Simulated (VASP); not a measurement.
Set up this calculation in VASP 6.6.1, as the native input.

| Property | Result |
| --- | --- |
| Task | single point |
| Functional | PBE |
| Potentials or basis | VASP PAW PBE potentials, release 64 (Zn, O) |
| Cutoff | 600 eV |
| k mesh | 4 × 4 × 4 |
| Occupations | fermi-dirac, width 0.02 eV |
| Spin | no spin polarisation |
| Dipole correction | no |
| Further INCAR settings | ALGO = Normal; EDIFF = 1e-06; NBANDS = 16 |

The structure of ZnO lies in POSCAR:

```
ZnO
1.0
    2.6461709590      0.0000000000      0.0000000000
    0.0000000000      2.6461709590      0.0000000000
    0.0000000000      0.0000000000      2.6461709590
Zn O
1 1
Direct
    0.0000000000      0.0000000000      0.0000000000
    0.5000000000      0.5000000000      0.5000000000
```

One way to write it, as run:

INCAR

```
ALGO = Normal
EDIFF = 1E-6
ENCUT = 600
GGA = PE
GGA_COMPAT = False
ISIF = 2
ISMEAR = -1
LASPH = True
LCHARG = False
LREAL = False
LWAVE = False
NBANDS = 16
NELM = 120
PREC = Accurate
SIGMA = 0.02
```

KPOINTS

```
k-points
0
Gamma
  4 4 4
```

Potentials or basis: VASP PAW PBE potentials, release 64 (Zn, O).

The run is started by

```bash
$ cat potpaw_PBE.64/Zn/POTCAR potpaw_PBE.64/O/POTCAR > POTCAR
$ mpirun -np 1 vasp_std > vasp.out
```

Results of the run:

The pressure is 9.9 GPa and the band gap on the k mesh is zero (band 9 reaches 3.61 eV, above the bottom of band 10 at 2.98 eV).

Caveat: the k points lie up to 0.59 Å⁻¹ apart.

It took 2.3 s on 1 thread of Intel(R) Xeon(R) 6975P-C (Granite Rapids) (shared host), peak memory 0.13 GiB.
